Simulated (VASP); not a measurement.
# C (a cell with a defect) in VASP: a series of runs

Runs on C (a cell with a defect). Level: PBE+D3(BJ). Tasks: single point.

Program: VASP 6.6.1. These are calculated values, not measurements. Logs are shortened: lines on timing, memory, paths and dates and some standing lists are left out, and cuts for length are marked.

### Step 1. The cell of the first run

The cell holds a defect, 23 atoms: a = 6.127 Å, b = 6.127 Å, c = 6.847 Å, α = 65.55°, β = 65.55°, γ = 74.24°.

### Step 2. Single point, PBE+D3(BJ)

Contents of INCAR:

```
PREC = Accurate
ENCUT = 520
EDIFF = 1E-7
ISMEAR = 0
SIGMA = 0.05
LREAL = Auto
LASPH = True
NELM = 60
ALGO = Normal
ISIF = 2
LWAVE = False
LCHARG = False
GGA = PE
IVDW = 12
NBANDS = 63
```

Contents of KPOINTS:

```
regular mesh
0
Gamma
  4 4 4
```

Contents of POSCAR:

```
C
1.0
   -3.6975742624     -3.5579924929      3.3485511676
    3.6975742624     -3.5579924929      3.3485511676
    0.0000000000      1.4231969972      6.6971023352
C
23
Direct
    0.9701890986      0.6158489537      0.4676011014
    0.8790392628      0.2048110193      0.6996994577
    0.3818306944      0.7199407393      0.2044927658
    0.6422417295      0.9658222488      0.4459562268
    0.0653589789      0.0101587353      0.2333833339
    0.3222497557      0.3030539276      0.4311313277
    0.5504763229      0.5560891919      0.7063152863
    0.7712028567      0.7969191759      0.9578051545
    0.4399647980      0.1527497417      0.9430120252
    0.2169946751      0.8815590153      0.7013447790
   -0.0821721037      0.3345635426      1.1012985891
    0.7562113152      0.5354955318      0.0892703291
    0.1413834664      0.7738297228      0.3141010397
    0.0596098617      0.3698692152      0.5340190662
    0.5287948593      0.9043456668      0.0301028129
    0.8269838912      0.1084606618      0.2802561400
    0.1813808282      0.2095133261      0.0509173828
    0.4935239542      0.4873566676      0.2530407874
    0.7232735374      0.7142925143      0.5401860891
    0.9564958265      0.9518673867      0.7891584852
    0.6267618155      0.3029625041      0.7796174050
    0.3897841035      0.0506612324      0.5214079286
    0.3112187199      0.6470721503      0.8009823830
```

Potentials or basis: VASP PAW PBE potentials, release 64 (C).

Run with:

```console
$ cat potpaw_PBE.64/C/POTCAR > POTCAR
$ mpirun -np 1 vasp_std > vasp.out
```

OUTCAR:

```text
PREC = Accurate
   ENCUT = 520
   EDIFF = 1E-7
   ISMEAR = 0
   LREAL = Auto
   LASPH = True
   NELM = 60
   ISIF = 2
   GGA = PE
   IVDW = 12
 IVDW          = 12

 ion  position               nearest neighbor table
   1  0.970  0.616  0.468-  13 1.39  14 1.40  19 1.42
   2  0.879  0.205  0.700-  20 1.43  21 1.46  14 1.47
   3  0.382  0.720  0.204-  13 1.37  18 1.37  15 1.44
   4  0.642  0.966  0.446-  16 1.41  22 1.43  19 1.44
   5  0.065  0.010  0.233-  13 1.34  16 1.38  17 1.43  11 1.95
   6  0.322  0.303  0.431-  22 1.42  14 1.48  18 1.52
   7  0.550  0.556  0.706-  23 1.40  19 1.42  21 1.43
   8  0.771  0.797  0.958-  15 1.42  20 1.45  12 1.48
   9  0.440  0.153  0.943-  15 1.43  21 1.44  17 1.46
  10  0.217  0.882  0.701-  23 1.39  20 1.46  22 1.47
  11  0.918  0.335  0.101-  12 1.35  16 1.48  17 1.55   5 1.95
  12  0.756  0.535  0.089-  11 1.35   8 1.48  18 1.56
  13  0.141  0.774  0.314-   5 1.34   3 1.37   1 1.39
  14  0.060  0.370  0.534-   1 1.40   2 1.47   6 1.48
  15  0.529  0.904  0.030-   8 1.42   9 1.43   3 1.44
  16  0.827  0.108  0.280-   5 1.38   4 1.41  11 1.48
  17  0.181  0.210  0.051-   5 1.43   9 1.46  11 1.55
  18  0.494  0.487  0.253-   3 1.37   6 1.52  12 1.56
  19  0.723  0.714  0.540-   7 1.42   1 1.42   4 1.44
  20  0.956  0.952  0.789-   2 1.43   8 1.45  10 1.46
  21  0.627  0.303  0.780-   7 1.43   9 1.44   2 1.46
  22  0.390  0.051  0.521-   6 1.42   4 1.43  10 1.47
  23  0.311  0.647  0.801-  10 1.39   7 1.40

  LATTYP: Found a base centered monoclinic cell.
 ALAT       =     9.7718177432
 B/A-ratio  =     0.7567833047
 C/A-ratio  =     0.7006530476
 COS(beta)  =    -0.5190063293

  Lattice vectors:

 A1 = (   3.6975742624,   3.5579924929,  -3.3485511676)
 A2 = (  -3.6975742624,   3.5579924929,  -3.3485511676)
 A3 = (   0.0000000000,   1.4231969972,   6.6971023352)

Analysis of symmetry for initial positions (statically):
=====================================================================
 Subroutine PRICEL returns:
 Original cell was already a primitive cell.

 Routine SETGRP: Setting up the symmetry group for a
 base centered monoclinic supercell.

 Subroutine GETGRP returns: Found  1 space group operations
 (whereof  1 operations were pure point group operations)
 out of a pool of  4 trial point group operations.

The static configuration has the point symmetry C_1 .

Analysis of symmetry for dynamics (positions and initial velocities):
=====================================================================
 Subroutine PRICEL returns:
 Original cell was already a primitive cell.

 Routine SETGRP: Setting up the symmetry group for a
 base centered monoclinic supercell.

 Subroutine GETGRP returns: Found  1 space group operations
 (whereof  1 operations were pure point group operations)
 out of a pool of  4 trial point group operations.

The dynamic configuration has the point symmetry C_1 .

 Subroutine INISYM returns: Found  1 space group operations
 (whereof  1 operations are pure point group operations),
 and found     1 'primitive' translations

----------------------------------------------------------------------------------------

                                     Primitive cell

  volume of cell :     211.4560

  direct lattice vectors                    reciprocal lattice vectors
    -3.697574262 -3.557992493  3.348551168    -0.135223788 -0.117107236  0.024886385
     3.697574262 -3.557992493  3.348551168     0.135223788 -0.117107236  0.024886385
     0.000000000  1.423196997  6.697102335     0.000000000  0.117107236  0.124431925

  length of vectors
     6.127329021  6.127329021  6.846653882     0.180607059  0.180607059  0.170872492

  position of ions in fractional coordinates (direct lattice)
     0.970189099  0.615848954  0.467601101
     0.879039263  0.204811019  0.699699458
     0.381830694  0.719940739  0.204492766
     0.642241730  0.965822249  0.445956227
     0.065358979  0.010158735  0.233383334
     0.322249756  0.303053928  0.431131328
[... 15 lines left out ...]
     0.389784103  0.050661232  0.521407929
[... 49 lines left out ...]
  Fermi-wavevector in a.u.,A,eV,Ry     =   1.240502  2.344209 20.937254  1.538845
  Thomas-Fermi vector in A             =   2.374940
   LORBIT       =      0    0 simple, 1 ext, 2 COOP (PROOUT), +10 PAW based schemes
   GGA     = PE    functional components
   LHFCALC =     F    Hartree Fock is set to
   AEXX    =    0.0000 exact exchange contribution
   IVDW    =    12    specifies the selected vdW correction
   LEPSILON=     F    determine dielectric tensor
   LRPA    =     F    only Hartree local field effects (RPA)
 non-spin polarized calculation
 Gauss-broadening in eV      SIGMA  =   0.05
  energy-cutoff  :      520.00
  volume of cell :      211.46
 maximum number of plane-waves:      5715
 NGX is ok and might be reduce to    48
   NGX = 23   NGY = 23   NGZ = 25

 number of electron      92.0000000 magnetization

 Free energy of the ion-electron system (eV)
  ---------------------------------------------------
  ext. energy  EPLUGINS =         0.00000000
  ---------------------------------------------------
  free energy    TOTEN  =      -201.51124495 eV

  energy without entropy =     -201.50659111  energy(sigma->0) =     -201.50891803

 E-fermi :   4.1447     XC(G=0): -10.1568

 val. band max:        4.1421452608   @ k =   0.0000   0.0000   0.0000
 cond. band min:       4.1508630880   @ k =   0.5000   0.2500   0.5000
 fundamental gap:      0.0087178272
 Fermi energy:         4.1446523666

 k-point     1 :       0.0000    0.0000    0.0000
  band No.  band energies     occupation
      1     -15.4829      2.00000
      2     -14.0936      2.00000
      3     -13.6735      2.00000
      4     -13.1230      2.00000
      5     -12.7599      2.00000
      6     -12.2637      2.00000
[... 50 lines left out ...]
     57      10.1698      0.00000
     58      10.8666      0.00000

 k-point     2 :       0.2500   -0.0000    0.0000
  band No.  band energies     occupation
      1     -15.3348      2.00000
      2     -14.2943      2.00000
      3     -13.9464      2.00000
      4     -13.2819      2.00000
      5     -12.5422      2.00000
      6     -12.0890      2.00000
[... 1337 lines left out ...]
      2     -14.3413      2.00000
      3     -13.9390      2.00000
      4     -13.2368      2.00000
      5     -12.9625      2.00000
      6     -12.1439      2.00000
[... 50 lines left out ...]
     57      10.4886      0.00000
     58      10.7613      0.00000

 [... further k-points ...]

 [bands above 58 left out]

------------------------ aborting loop because EDIFF is reached ----------------------------------------

 Edisp (eV)   -3.36876

 E8    (eV) :    -0.9556

  FORCE on cell =-STRESS in cart. coord.  units (eV):
  Direction    XX          YY          ZZ          XY          YZ          ZX
  --------------------------------------------------------------------------------------
  -------------------------------------------------------------------------------------
  Total      17.44879   -17.07081     0.59601   -12.60920    -0.31072     0.01926
  in kB     132.20739  -129.34348     4.51592   -95.53842    -2.35431     0.14590
  external pressure =        2.46 kB  Pullay stress =        0.00 kB

 VOLUME and BASIS-vectors are now :
 -----------------------------------------------------------------------------
  energy-cutoff  :      520.00
  volume of cell :      211.46
      direct lattice vectors                 reciprocal lattice vectors
    -3.697574262 -3.557992493  3.348551168    -0.135223788 -0.117107236  0.024886385
     3.697574262 -3.557992493  3.348551168     0.135223788 -0.117107236  0.024886385
     0.000000000  1.423196997  6.697102335     0.000000000  0.117107236  0.124431925

 POSITION                                       TOTAL-FORCE (eV/Angst)
 -----------------------------------------------------------------------------------
     -1.31020     -4.97762      8.44250         0.004814     -0.009058      0.015900
     -2.49301     -2.86052      8.31529        -0.011165     -0.010379     -0.018461
      1.25019     -3.62906      5.05885         0.020759      0.006791      0.009674
      1.19646     -5.08680      8.37130         0.003174     -0.016718      0.003844
     -0.20411      0.06346      1.81587        -0.028733      0.008566      0.037995
     -0.07098     -1.61124      4.98119        -0.000111     -0.025634     -0.002147
[... 15 lines left out ...]
     -1.25393     -0.82504      4.96678        -0.015234      0.006793     -0.014011
      1.24184     -2.26964      8.57315        -0.020531      0.016914      0.038552
 -----------------------------------------------------------------------------------
    total drift:                               -0.002143     -0.006864      0.012833

  FREE ENERGIE OF THE ION-ELECTRON SYSTEM (eV)
  ---------------------------------------------------
  free  energy   TOTEN  =      -204.8800096348 eV

  energy  without entropy=     -204.8753557966  energy(sigma->0) =     -204.87768272
```

Run time: 28 min. Hardware: 1 thread of Intel Xeon 8259CL, shared host; peak memory 0.5 GiB.

Results:

- Free energy: -204.8800 eV
- Pressure: 0.2 GPa
- Largest force: 0.083 eV/Å
- Band gap on the k mesh: zero (bands 46 and 47 overlap by 0.09 eV)
- Dispersion energy per atom: -0.146 eV

Forces in eV/Å, atoms in the order of the input:
```
C    0.005 -0.009  0.016
C   -0.011 -0.010 -0.018
C    0.021  0.007  0.010
C    0.003 -0.017  0.004
C   -0.029  0.009  0.038
C    0.000 -0.026 -0.002
C   -0.018 -0.010  0.010
C   -0.021  0.007 -0.006
C    0.026 -0.012 -0.008
C    0.011  0.003 -0.003
C    0.010 -0.022 -0.036
C    0.041  0.070 -0.017
C   -0.002 -0.007  0.025
C   -0.023  0.000 -0.002
C    0.026 -0.013  0.000
C    0.043  0.054 -0.006
C    0.033 -0.051 -0.006
C   -0.033 -0.009 -0.012
C   -0.011 -0.005  0.009
C   -0.020  0.021 -0.007
C   -0.013 -0.004 -0.013
C   -0.015  0.007 -0.014
C   -0.021  0.017  0.039
```

### Step 3. Single point, PBE+D3(BJ)

Contents of INCAR:

```
SYSTEM = C
PREC     = Accurate       ! precision mode
ENCUT    = 520            ! plane-wave cutoff, eV
EDIFF    = 1E-6           ! SCF threshold, eV
ISMEAR   = 0              ! smearing method
SIGMA    = 0.05           ! smearing width, eV
LREAL    = Auto         
LASPH    = .TRUE.         ! aspherical terms in the spheres
NELM     = 100            ! most SCF steps
ALGO     = Normal         ! electronic algorithm
ISIF     = 2              ! what is computed and relaxed
LWAVE    = .FALSE.        ! write WAVECAR
LCHARG   = .FALSE.        ! write CHGCAR
GGA      = PE             ! functional
IVDW     = 12             ! dispersion correction
NBANDS   = 63             ! bands
```

Contents of KPOINTS:

```
Automatic mesh
0
G
  4 4 4
  0 0 0
```

Contents of POSCAR:

```
C
1.0
   -3.6975742624     -3.5579924929      3.3485511676
    3.6975742624     -3.5579924929      3.3485511676
    0.0000000000      1.4231969972      6.6971023352
C
23
Direct
    0.9540833866      0.6157797012      0.4642189963
    0.8637242700      0.2184020045      0.7109986621
    0.3837017938      0.7012129286      0.2043451737
    0.6334715360      0.9725019141      0.4477928779
    0.0570214381     -0.0077423727      0.2194366242
    0.3002737446      0.3032462339      0.4496373686
    0.5268638030      0.5583633732      0.7089609856
    0.7851643796      0.8078952280      0.9534394237
    0.4407770710      0.1395092882      0.9592259626
    0.2075679272      0.8916880613      0.7020001847
   -0.0558382545      0.3338280234      1.1127830608
    0.8671410758      0.5663760549      0.0346622355
    0.1340668024      0.7591168584      0.2976107740
    0.0403139528      0.3740678986      0.5449101693
    0.5336429084      0.8878559430      0.0372964827
    0.8242429623      0.1117290781      0.2814743806
    0.1866441843      0.1861544037      0.0618885351
    0.4760273213      0.4648762268      0.2805379448
    0.7057008040      0.7160511033      0.5394710742
    0.9519134605      0.9736052493      0.7886062974
    0.6111602461      0.3073118525      0.7929069792
    0.3803190158      0.0556215480      0.5338763747
    0.2753697094      0.6459029030      0.7906860688
```

Potentials or basis: VASP PAW PBE potentials, release 64 (C).

Run with:

```console
$ cat potpaw_PBE.64/C/POTCAR > POTCAR
$ mpirun -np 1 vasp_std > vasp.out
```

Wall time 23 min (1 thread of Intel Xeon 8259CL, shared host); peak memory 0.49 GiB.

The run converged. Its results:

```yaml
Free_energy: -203.2143 eV
Pressure: 4.1 GPa
Largest_force: 0.054 eV/Å
Band_gap_on_the_k_mesh: zero (bands 46 and 47 overlap by 0.37 eV)
Dispersion_energy_per_atom: -0.149 eV
```

Forces on the atoms (eV/Å):
```
C    0.009 -0.003  0.000
C    0.007  0.000 -0.003
C    0.005 -0.022  0.001
C    0.012 -0.014  0.001
C   -0.027  0.016 -0.012
C    0.005  0.006  0.002
C   -0.002  0.000  0.003
C   -0.015  0.015 -0.003
C    0.014 -0.004 -0.002
C    0.018  0.003 -0.004
C    0.028 -0.021  0.004
C   -0.008  0.006  0.005
C   -0.003  0.011  0.000
C   -0.013  0.000  0.009
C    0.001 -0.006 -0.001
C    0.047  0.027 -0.002
C    0.003 -0.052  0.004
C   -0.047 -0.017  0.004
C   -0.006 -0.002 -0.001
C   -0.003  0.006  0.003
C   -0.007  0.000 -0.004
C   -0.011  0.007 -0.004
C   -0.008  0.044 -0.001
```

Stress tensor (GPa, compression positive):
```
 14.35 -16.72   0.15
-16.72  -2.05  -0.13
  0.15  -0.13  -0.09
```

Levels at points of the mesh, in eV from the Fermi level:
| k point | band 44 | band 45 | band 46 | band 47 | band 48 | band 49 |
| --- | --- | --- | --- | --- | --- | --- |
| (0.00, 0.00, 0.00) | -1.01 | -0.18 | 0.25 | 0.44 | 0.86 | 1.84 |
| (0.50, 0.00, 0.00) | -1.29 | -0.85 | -0.32 | 0.08 | 1.56 | 2.16 |
| (0.00, 0.50, 0.00) | -1.58 | -1.29 | -0.34 | 0.28 | 1.82 | 2.18 |
| (0.50, 0.50, 0.00) | -1.05 | -0.15 | 0.23 | 0.29 | 0.87 | 1.67 |
| (0.00, 0.00, 0.50) | -0.90 | -0.67 | -0.15 | 0.35 | 2.00 | 2.34 |
| (0.50, 0.00, 0.50) | -1.38 | -0.85 | -0.22 | -0.09 | 1.20 | 2.05 |
| (0.00, 0.50, 0.50) | -1.40 | -1.36 | -0.22 | 0.19 | 0.97 | 1.95 |
| (0.50, 0.50, 0.50) | -1.46 | -0.92 | -0.17 | -0.12 | 1.77 | 2.35 |

### Step 4. Single point, PBE+D3(BJ)

Contents of INCAR:

```
SYSTEM = C
PREC = Accurate ; ENCUT = 520
EDIFF = 1E-6 ; ISMEAR = 0
SIGMA = 0.05 ; LREAL = Auto
LASPH = .TRUE. ; NELM = 60
ALGO = Normal ; ISIF = 2
LWAVE = .FALSE. ; LCHARG = .FALSE.
GGA = PE ; IVDW = 12
NBANDS = 63
```

KPOINTS is that of step 3.

Contents of POSCAR:

```
C
1.0
   -3.6975742624     -3.5579924929      3.3485511676
    3.6975742624     -3.5579924929      3.3485511676
    0.0000000000      1.4231969972      6.6971023352
C
23
Direct
    0.9381154376      0.6205888873      0.4781019690
    0.8465293902      0.2231525933      0.7121139721
    0.3839147139      0.6937637984      0.2281687337
    0.6202304652      0.9791306267      0.4385076413
    0.0488647754     -0.0066472942      0.2301188674
    0.2801310140      0.3045418827      0.4806859337
    0.4996403229      0.5551918779      0.7161883098
    0.8056707010      0.7939743842      0.9456907279
    0.4456660631      0.1176055797      0.9624755245
    0.1944232425      0.9013694225      0.6915831595
   -0.0285512323      0.3388769526      1.0740990785
    0.9883051710      0.5780559394     -0.0433685063
    0.1262909957      0.7597803684      0.3159395800
    0.0216052222      0.3789979090      0.5595690091
    0.5489822593      0.8631647253      0.0470042938
    0.8150360980      0.1251670598      0.2696561181
    0.1925076148      0.1673311090      0.0590947550
    0.4561881826      0.4604304233      0.3449460052
    0.6842821714      0.7196061408      0.5439022686
    0.9413379718      0.9819216056      0.7818222919
    0.5946892175      0.3029768884      0.7954810672
    0.3683039006      0.0580250749      0.5342853420
    0.2417453788      0.6524589689      0.7923670151
```

Run with:

```console
$ cat potpaw_PBE.64/C/POTCAR > POTCAR
$ mpirun -np 1 vasp_std > vasp.out
```

Run time: 25 min. Hardware: 1 thread of Intel Xeon 8259CL, shared host; peak memory 0.5 GiB.

Results (log left out):

```
Free energy                : -205.0859 eV
Pressure                   : 0.4 GPa
Largest force              : 0.131 eV/Å
Band gap on the k mesh     : zero (bands 46 and 47 overlap by 0.18 eV)
Dispersion energy per atom : -0.147 eV
```

Forces in eV/Å, atoms in the order of the input:
```
C   -0.025 -0.002 -0.006
C    0.008 -0.009  0.001
C    0.009 -0.025 -0.024
C   -0.003  0.012  0.031
C    0.010  0.025  0.027
C   -0.034 -0.023 -0.032
C   -0.001 -0.014  0.033
C    0.020  0.048  0.004
C    0.037 -0.003  0.009
C    0.001 -0.025  0.012
C    0.059  0.078  0.023
C    0.070  0.111  0.010
C   -0.016 -0.023  0.003
C   -0.025 -0.006 -0.017
C    0.017 -0.005 -0.011
C    0.030 -0.008  0.001
C   -0.011 -0.070 -0.005
C   -0.028 -0.034 -0.066
C   -0.021 -0.006 -0.029
C   -0.003 -0.017  0.014
C   -0.015 -0.020  0.007
C   -0.015 -0.002 -0.004
C   -0.060  0.019  0.019
```

Stress tensor (GPa, compression positive):
```
  1.00 -19.44   0.09
-19.44  -0.38   0.04
  0.09   0.04   0.61
```

Levels at points of the mesh, in eV from the Fermi level:
| k point | band 44 | band 45 | band 46 | band 47 | band 48 | band 49 |
| --- | --- | --- | --- | --- | --- | --- |
| (0.00, 0.00, 0.00) | -1.22 | -0.10 | 0.08 | 0.43 | 0.61 | 1.39 |
| (0.50, 0.00, 0.00) | -1.81 | -1.60 | -0.54 | 0.27 | 1.21 | 2.21 |
| (0.00, 0.50, 0.00) | -2.04 | -1.84 | -0.46 | 0.34 | 1.54 | 2.29 |
| (0.50, 0.50, 0.00) | -1.93 | -0.14 | 0.08 | 0.23 | 0.61 | 1.55 |
| (0.00, 0.00, 0.50) | -1.08 | -0.83 | -0.39 | 0.32 | 1.89 | 1.92 |
| (0.50, 0.00, 0.50) | -1.38 | -1.25 | -0.55 | -0.10 | 0.79 | 1.84 |
| (0.00, 0.50, 0.50) | -1.60 | -1.44 | -0.52 | 0.15 | 0.57 | 1.70 |
| (0.50, 0.50, 0.50) | -2.01 | -1.77 | -0.67 | 0.11 | 1.45 | 2.16 |

### Step 5. Overview

```tsv
cell	gap on the mesh (eV)	pressure (GPa)	largest force (eV/Å)
as given, atomic positions A	none	0.2	0.08
as given, atomic positions B	none	4.1	0.05
as given, atomic positions C	none	0.4	0.13
```

Alike in all rows: task single point; level PBE+D3(BJ); potentials or basis VASP PAW PBE potentials, release 64 (C); no spin polarisation; k mesh 4 × 4 × 4; cutoff (eV) 520; smearing gaussian 0.05 eV.

Absolute energies hang on the potentials; compare differences alone.
